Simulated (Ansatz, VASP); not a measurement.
**TiNb3B in VASP and in Ansatz**

```
Ti Nb B
1.0
     4.39403    0.00000    0.00000
     0.00000    4.39403    0.00000
     0.00000    0.00000    4.39403
Ti Nb B
1 3 1
Direct
  0.00000 0.00000 0.00000
  0.00000 0.50000 0.50000
  0.50000 0.00000 0.50000
  0.50000 0.50000 0.00000
  0.50000 0.50000 0.50000
```

Alike in both runs: functional PBE; k mesh 4 × 4 × 4; occupations gaussian, width 0.1 eV; no spin polarisation.

Ansatz relaxed the structure, and its values are those at the end. VASP's run is a single point on that final structure, the one shown.

|  | VASP | Ansatz |
| --- | --- | --- |
| version | VASP 6.6.1 | Ansatz 0.2.0 |
| potentials or method | VASP PAW PBE potentials, release 64 (Ti_sv, Nb_sv, B), cutoff 520 eV | scalar-relativistic, plane waves, PAW |
| valence electrons in the cell | 54 | 54 |

Ansatz gave:

* gap on the k mesh at the Fermi level (eV): none
* pressure (GPa): 0.3

Which values does VASP return?

gap on the k mesh at the Fermi level (eV): none; pressure (GPa): 0.0.

A gap of «none» marks a metal or a gap that the smearing closes. With one functional, cell and mesh, what is left measures potentials, basis and numerics.
